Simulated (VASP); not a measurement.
# PbF2 (I4/mmm) in VASP: a series of runs

PbF2 is run at these levels: r2SCAN; tasks: single point.

Program: VASP 6.6.1. These are calculated values, not measurements. Logs are shortened: lines on timing, memory, paths and dates and some standing lists are left out, and cuts for length are marked.

**1. The cell of the first run**

The structure is tetragonal, space group I4/mmm (No. 139). The conventional cell has a = 4.263 Å, b = 4.263 Å, c = 6.118 Å, α = 90.00°, β = 90.00°, γ = 90.00°. Within 3.5 Å of Pb (site symmetry 4/mmm) lie 8 F at 2.62 Å. Within 3.5 Å of F (site symmetry -4m2) lie 4 Pb at 2.62 Å and 6 F at 3.01 to 3.06 Å.

**2. Single point, r2SCAN (strain +0.015 along x and y, +0.030 along z)**

The input, POSCAR:

```
PbF2
1.0
    0.0000000000      3.0143977500      3.0589455000
    3.0143977500      0.0000000000      3.0589455000
    3.0143977500      3.0143977500      0.0000000000
Pb F
1 2
Direct
    0.0000000000      0.0000000000      0.0000000000
    0.2500000000      0.2500000000      0.2500000000
    0.7500000000      0.7500000000      0.7500000000
```

The input, INCAR.step1:

```
SYSTEM = PbF2
PREC = Accurate
ENCUT = 520
ISMEAR = 0
SIGMA = 0.05
LREAL = .False.
LASPH = .True.
NELM = 80
NBANDS = 21
GGA = PE
ALGO = Normal
EDIFF = 1E-4
LWAVE = .True.
LCHARG = .False.
```

The input, INCAR.step2:

```
SYSTEM = PbF2
PREC = Accurate
ENCUT = 520
EDIFF = 1E-7
ISMEAR = 0
SIGMA = 0.05
LREAL = .False.
LASPH = .True.
NELM = 80
ALGO = Normal
ISIF = 2
LWAVE = .False.
LCHARG = .True.
METAGGA = R2SCAN
LMIXTAU = .True.
LELF = .True.
LVHAR = .True.
NBANDS = 21
ISTART = 1
```

The input, KPOINTS:

```
Automatic mesh
0
Gamma
  8 8 8
  0 0 0
```

Potentials or basis: VASP PAW PBE potentials, release 64 (Pb_d, F).

Command:

```console
cat potpaw_PBE.64/Pb_d/POTCAR potpaw_PBE.64/F/POTCAR > POTCAR
cp INCAR.step1 INCAR
mpirun -np 1 vasp_std > vasp.out
cp INCAR.step2 INCAR
mpirun -np 1 vasp_std > vasp.out
```

OUTCAR:

```text
SYSTEM = PbF2
   PREC = Accurate
   ENCUT = 520
   EDIFF = 1E-7
   ISMEAR = 0
   LREAL = .False.
   LASPH = .True.
   NELM = 80
   ISIF = 2
   METAGGA = R2SCAN
   ISTART = 1

 ion  position               nearest neighbor table
   1  0.000  0.000  0.000-   3 2.62   2 2.62   3 2.62   2 2.62   3 2.62   3 2.62   2 2.62   2 2.62

   2  0.250  0.250  0.250-   1 2.62   1 2.62   1 2.62   1 2.62
   3  0.750  0.750  0.750-   1 2.62   1 2.62   1 2.62   1 2.62

  LATTYP: Found a body centered tetragonal cell.
 ALAT       =     4.2630021804
 C/A-ratio  =     1.4351132702

  Lattice vectors:

 A1 = (  -3.0143977500,   0.0000000000,   3.0589455000)
 A2 = (   3.0143977500,   0.0000000000,   3.0589455000)
 A3 = (   0.0000000000,   3.0143977500,  -3.0589455000)

Analysis of symmetry for initial positions (statically):
=====================================================================
 Subroutine PRICEL returns:
 Original cell was already a primitive cell.

 Routine SETGRP: Setting up the symmetry group for a
 body centered tetragonal supercell.

 Subroutine GETGRP returns: Found 16 space group operations
 (whereof 16 operations were pure point group operations)
 out of a pool of 16 trial point group operations.

The static configuration has the point symmetry D_4h.

Analysis of symmetry for dynamics (positions and initial velocities):
=====================================================================
 Subroutine PRICEL returns:
 Original cell was already a primitive cell.

 Routine SETGRP: Setting up the symmetry group for a
 body centered tetragonal supercell.

 Subroutine GETGRP returns: Found 16 space group operations
 (whereof 16 operations were pure point group operations)
 out of a pool of 16 trial point group operations.

The dynamic configuration has the point symmetry D_4h.

 Subroutine INISYM returns: Found 16 space group operations
 (whereof 16 operations are pure point group operations),
 and found     1 'primitive' translations

----------------------------------------------------------------------------------------

                                     Primitive cell

  volume of cell :      55.5908

  direct lattice vectors                    reciprocal lattice vectors
     0.000000000  3.014397750  3.058945500    -0.165870612  0.165870612  0.163455021
     3.014397750  0.000000000  3.058945500     0.165870612 -0.165870612  0.163455021
     3.014397750  3.014397750  0.000000000     0.165870612  0.165870612 -0.163455021

  length of vectors
     4.294617721  4.294617721  4.263002180     0.285908488  0.285908488  0.285908488

  position of ions in fractional coordinates (direct lattice)
     0.000000000  0.000000000  0.000000000
     0.250000000  0.250000000  0.250000000
     0.750000000  0.750000000  0.750000000

  ion indices of the primitive-cell ions
   primitive index   ion index
                 1           1
                 2           2
                 3           3

----------------------------------------------------------------------------------------

 KPOINTS: Automatic mesh

Automatic generation of k-mesh.
 Grid dimensions read from file:
 generate k-points for:    8    8    8

 Generating k-lattice:

  Cartesian coordinates                     Fractional coordinates (reciprocal lattice)
    -0.020733827  0.020733827  0.020431878     0.125000000  0.000000000  0.000000000
     0.020733827 -0.020733827  0.020431878     0.000000000  0.125000000  0.000000000
     0.020733827  0.020733827 -0.020431878     0.000000000  0.000000000  0.125000000

  Length of vectors
     0.035738561  0.035738561  0.035738561

  Shift w.r.t. Gamma in fractional coordinates (k-lattice)
     0.000000000  0.000000000  0.000000000

 Subroutine IBZKPT returns following result:
 ===========================================

 Found     59 irreducible k-points:

 Following reciprocal coordinates:
            Coordinates               Weight
  0.000000  0.000000  0.000000      1.000000
  0.125000  0.000000  0.000000      8.000000
  0.250000  0.000000  0.000000      8.000000
  0.375000  0.000000  0.000000      8.000000
  0.500000  0.000000  0.000000      4.000000
  0.125000  0.125000  0.000000      2.000000
[... 16 lines left out ...]
  0.250000  0.000000  0.125000     16.000000
  0.375000  0.000000  0.125000     16.000000
 [... further k-points ...]
   k-points           NKPTS =     59   k-points in BZ     NKDIM =     59   number of bands    NBANDS=     21
   number of dos      NEDOS =    301   number of ions     NIONS =      3
   total plane-waves  NPLWV =  32768
   dimension x,y,z NGX =    32 NGY =   32 NGZ =   32
   dimension x,y,z NGXF=    64 NGYF=   64 NGZF=   64
   ions per type =               1   2
   NGX,Y,Z   is equivalent  to a cutoff of  12.39, 12.39, 12.48 a.u.
   NGXF,Y,Z  is equivalent  to a cutoff of  24.77, 24.77, 24.96 a.u.
 SYSTEM =  PbF2
   PREC   = accura    normal or accurate (medium, high low for compatibility)
   ISTART =      1    job   : 0-new  1-cont  2-samecut
   ICHARG =      0    charge: 1-file 2-atom 10-const
   ISPIN  =      1    spin polarized calculation?
   LNONCOLLINEAR =      F non collinear calculations
   LSORBIT =      F    spin-orbit coupling
   LASPH  =      T    aspherical Exc in radial PAW
   ENCUT  =  520.0 eV  38.22 Ry    6.18 a.u.   7.99  7.99  7.93*2*pi/ulx,y,z
   NELM   =     80;   NELMIN=  2; NELMDL=  0     # of ELM steps
   EDIFF  = 0.1E-06   stopping-criterion for ELM
   LREAL  =      F    real-space projection
   EDIFFG = 0.1E-05   stopping-criterion for IOM
   NSW    =      0    number of steps for IOM
   IBRION =     -1    ionic relax: 0-MD 1-quasi-New 2-CG
   NFREE  =      0    steps in history (QN), initial steepest desc. (CG)
   ISIF   =      2    stress and relaxation
   ISYM   =      2    0-nonsym 1-usesym 2-fastsym
   POTIM  = 0.5000    time-step for ionic-motion
   TEBEG  =    0.0;   TEEND  =   0.0 temperature during run
   PSTRESS=    0.0 pullay stress
   NELECT =      28.0000    total number of electrons
   NUPDOWN=      -1.0000    fix difference up-down
   EMIN   =  10.00;   EMAX   =-10.00  energy-range for DOS
   EFERMI =   0.00;   METHOD = LEGACY
   ISMEAR =     0;   SIGMA  =   0.05  broadening in eV -4-tet -1-fermi 0-gaus
   EFERMI_NEDOS =   21; number of points for ismear=-14 and -15
   IALGO  =     38    algorithm
   IMIX   =      4    mixing-type and parameters
     AMIX     =   0.40;   BMIX     =  1.00
     AMIX_MAG =   1.60;   BMIX_MAG =  1.00
  volume/ion in A,a.u.               =      18.53       125.05
  Fermi-wavevector in a.u.,A,eV,Ry     =   1.302546  2.461456 23.084016  1.696627
  Thomas-Fermi vector in A             =   2.433607
   LORBIT       =      0    0 simple, 1 ext, 2 COOP (PROOUT), +10 PAW based schemes
   METAGGA = R2SCAN    functional components
   LHFCALC =     F    Hartree Fock is set to
   AEXX    =    0.0000 exact exchange contribution
   IVDW    =     0    specifies the selected vdW correction
   LEPSILON=     F    determine dielectric tensor
   LRPA    =     F    only Hartree local field effects (RPA)
 non-spin polarized calculation
 Gauss-broadening in eV      SIGMA  =   0.05
  energy-cutoff  :      520.00
  volume of cell :       55.59
 maximum number of plane-waves:      1516
   NGX = 15   NGY = 15   NGZ = 15

 number of electron      28.0000025 magnetization

 Free energy of the ion-electron system (eV)
  ---------------------------------------------------
  ext. energy  EPLUGINS =         0.00000000
  ---------------------------------------------------
  free energy    TOTEN  =       -70.10942604 eV

  energy without entropy =      -70.10942604  energy(sigma->0) =      -70.10942604

 E-fermi :   0.9765     XC(G=0):  -9.6614

 val. band max:        0.7309318904   @ k =  -0.2500   0.5000   0.2500
 cond. band min:       5.6407176893   @ k =   0.5000   0.0000   0.5000
 fundamental gap:      4.9097857990
 Fermi energy:         0.9764822415

 k-point     1 :       0.0000    0.0000    0.0000
  band No.  band energies     occupation
      1     -21.1331      2.00000
      2     -20.6455      2.00000
      3     -14.0888      2.00000
      4     -14.0792      2.00000
      5     -14.0792      2.00000
      6     -14.0592      2.00000
[... 13 lines left out ...]
     20      16.6297      0.00000
     21      18.6023      0.00000

 k-point     2 :       0.1250    0.0000    0.0000
  band No.  band energies     occupation
      1     -21.1100      2.00000
      2     -20.6663      2.00000
      3     -14.0820      2.00000
      4     -14.0751      2.00000
      5     -14.0588      2.00000
      6     -14.0587      2.00000
[... 13 lines left out ...]
     20      16.1326      0.00000
     21      17.9771      0.00000

 k-point     3 :       0.2500    0.0000    0.0000
  band No.  band energies     occupation
      1     -21.0486      2.00000
      2     -20.7213      2.00000
      3     -14.0764      2.00000
      4     -14.0736      2.00000
      5     -14.0496      2.00000
      6     -14.0470      2.00000
[... 13 lines left out ...]
     20      15.4858      0.00000
     21      16.7180      0.00000

 k-point     4 :       0.3750    0.0000    0.0000
  band No.  band energies     occupation
      1     -20.9680      2.00000
      2     -20.7936      2.00000
      3     -14.0777      2.00000
      4     -14.0774      2.00000
      5     -14.0349      2.00000
      6     -14.0336      2.00000
[... 13 lines left out ...]
     20      15.1047      0.00000
     21      15.6739      0.00000

 k-point     5 :       0.5000    0.0000    0.0000
  band No.  band energies     occupation
      1     -20.9040      2.00000
      2     -20.8542      2.00000
      3     -14.0793      2.00000
      4     -14.0790      2.00000
      5     -14.0285      2.00000
      6     -14.0273      2.00000
[... 13 lines left out ...]
     20      14.9881      0.00000
     21      15.2655      0.00000
[... 382 lines left out ...]
     20      18.4290      0.00000
     21      18.5685      0.00000

 k-point    22 :       0.1250    0.0000    0.1250
  band No.  band energies     occupation
      1     -21.1020      2.00000
      2     -20.6734      2.00000
      3     -14.0791      2.00000
      4     -14.0704      2.00000
      5     -14.0620      2.00000
      6     -14.0538      2.00000
[... 13 lines left out ...]
     20      16.5754      0.00000
     21      18.2518      0.00000

 k-point    23 :       0.2500    0.0000    0.1250
  band No.  band energies     occupation
      1     -21.0542      2.00000
      2     -20.7158      2.00000
      3     -14.0707      2.00000
      4     -14.0680      2.00000
      5     -14.0566      2.00000
      6     -14.0459      2.00000
[... 13 lines left out ...]
     20      16.2355      0.00000
     21      17.6523      0.00000

 k-point    24 :       0.3750    0.0000    0.1250
  band No.  band energies     occupation
      1     -20.9827      2.00000
      2     -20.7790      2.00000
      3     -14.0734      2.00000
      4     -14.0695      2.00000
      5     -14.0384      2.00000
      6     -14.0331      2.00000
[... 13 lines left out ...]
     20      15.8061      0.00000
     21      16.7268      0.00000

 [... further k-points ...]
[... 5 lines left out ...]
  --------------------------------------------------------------------------------------
  -------------------------------------------------------------------------------------
  Total       -1.5136383     -1.5136383     -1.8011197      0.0000000      0.0000000     -0.0000000
  in kB      -43.6244389    -43.6244389    -51.9099142      0.0000000      0.0000000     -0.0000000
  external PRESSURE =     -46.3862640 kB  Pullay stress =       0.0000000 kB

 VOLUME and BASIS-vectors are now :
 -----------------------------------------------------------------------------
  energy-cutoff  :      520.00
  volume of cell :       55.59
      direct lattice vectors                 reciprocal lattice vectors
     0.000000000  3.014397750  3.058945500    -0.165870612  0.165870612  0.163455021
     3.014397750  0.000000000  3.058945500     0.165870612 -0.165870612  0.163455021
     3.014397750  3.014397750  0.000000000     0.165870612  0.165870612 -0.163455021

 POSITION                                       TOTAL-FORCE (eV/Angst)
 -----------------------------------------------------------------------------------
      0.00000      0.00000      0.00000         0.000000     -0.000000      0.000000
      1.50720      1.50720      1.52947         0.000000      0.000000      0.000000
      4.52160      4.52160      4.58842        -0.000000     -0.000000      0.000000
 -----------------------------------------------------------------------------------
    total drift:                                0.000000     -0.000000      0.000000

  FREE ENERGIE OF THE ION-ELECTRON SYSTEM (eV)
  ---------------------------------------------------
  free  energy   TOTEN  =       -70.1094260386 eV

  energy  without entropy=      -70.1094260386  energy(sigma->0) =      -70.10942604
```

Run time: 2.4 min. Hardware: 1 thread of Intel Xeon Platinum 8488C (Sapphire Rapids), shared host; peak memory 0.22 GiB.

Results:

```
Free energy            : -70.1094 eV
Pressure               : -4.6 GPa
Band gap on the k mesh : 4.91 eV, indirect (least direct gap 5.06 eV)
```

Stress tensor (GPa, compression positive):
```
-4.36  0.00  0.00
 0.00 -4.36  0.00
 0.00  0.00 -5.19
```

Caveat: the cell differs from its parent crystal (strain +0.015 along x and y, +0.030 along z); the PAW data sets were made with another functional, which shifts forces and pressure a little; spin-orbit coupling is left out, which moves the levels of the heavy elements. A k mesh can miss the band edges.

**3. Single point, r2SCAN (strain +0.030 along x and y, +0.015 along z)**

The input, POSCAR:

```
PbF2
1.0
    0.0000000000      3.0589455000      3.0143977500
    3.0589455000      0.0000000000      3.0143977500
    3.0589455000      3.0589455000      0.0000000000
Pb F
1 2
Direct
    0.0000000000      0.0000000000      0.0000000000
    0.2500000000      0.2500000000      0.2500000000
    0.7500000000      0.7500000000      0.7500000000
```

The input, INCAR.step1:

```
PREC = Accurate
ENCUT = 520
ISMEAR = 0
SIGMA = 0.05
LREAL = False
LASPH = True
NELM = 60
NBANDS = 21
GGA = PE
ALGO = Normal
EDIFF = 1E-4
LWAVE = True
LCHARG = False
```

The input, INCAR.step2:

```
PREC = Accurate
ENCUT = 520
EDIFF = 1E-7
ISMEAR = 0
SIGMA = 0.05
LREAL = False
LASPH = True
NELM = 60
ALGO = Normal
ISIF = 2
LWAVE = False
LCHARG = False
METAGGA = R2SCAN
LMIXTAU = True
NBANDS = 21
ISTART = 1
```

The input, KPOINTS:

```
regular mesh
0
Gamma
  8 8 8
```

Potentials or basis: VASP PAW PBE potentials, release 64 (Pb_d, F).

Command:

```console
cat potpaw_PBE.64/Pb_d/POTCAR potpaw_PBE.64/F/POTCAR > POTCAR
cp INCAR.step1 INCAR
mpirun -np 1 vasp_std > vasp.out
cp INCAR.step2 INCAR
mpirun -np 1 vasp_std > vasp.out
```

It took 2.1 min on 1 thread of Intel Xeon Platinum 8488C (Sapphire Rapids), shared host; peak memory 0.22 GiB.

It converged, with:

```
Free energy            : -70.0851 eV
Pressure               : -5.4 GPa
Band gap on the k mesh : 4.88 eV, indirect (least direct gap 5.06 eV)
```

Stress tensor (GPa, compression positive):
```
-5.70  0.00  0.00
 0.00 -5.70  0.00
 0.00  0.00 -4.87
```

Levels at points of the mesh, in eV from the valence-band top:
| k point | band 10 | band 11 | band 12 | band 13 | band 14 | band 15 | band 16 | band 17 | band 18 | band 19 |
| --- | --- | --- | --- | --- | --- | --- | --- | --- | --- | --- |
| (0.00, 0.00, 0.00) | -2.13 | -2.13 | -1.69 | -1.69 | -1.60 | 7.13 | 7.20 | 7.20 | 10.48 | 15.55 |
| (0.50, 0.00, 0.00) | -2.28 | -2.25 | -1.85 | -1.83 | -0.03 | 5.37 | 7.94 | 7.96 | 13.26 | 14.09 |
| (0.50, 0.50, 0.00) | -3.06 | -1.32 | -1.32 | -1.24 | -0.21 | 4.88 | 8.11 | 8.11 | 9.23 | 14.76 |
| (0.50, 0.00, 0.50) | -3.03 | -1.33 | -1.30 | -1.26 | -0.14 | 4.92 | 8.07 | 8.18 | 9.22 | 14.63 |

Caveat: the cell differs from its parent crystal (strain +0.030 along x and y, +0.015 along z); the PAW data sets were made with another functional, which shifts forces and pressure a little; spin-orbit coupling is left out, which moves the levels of the heavy elements. A k mesh can miss the band edges.
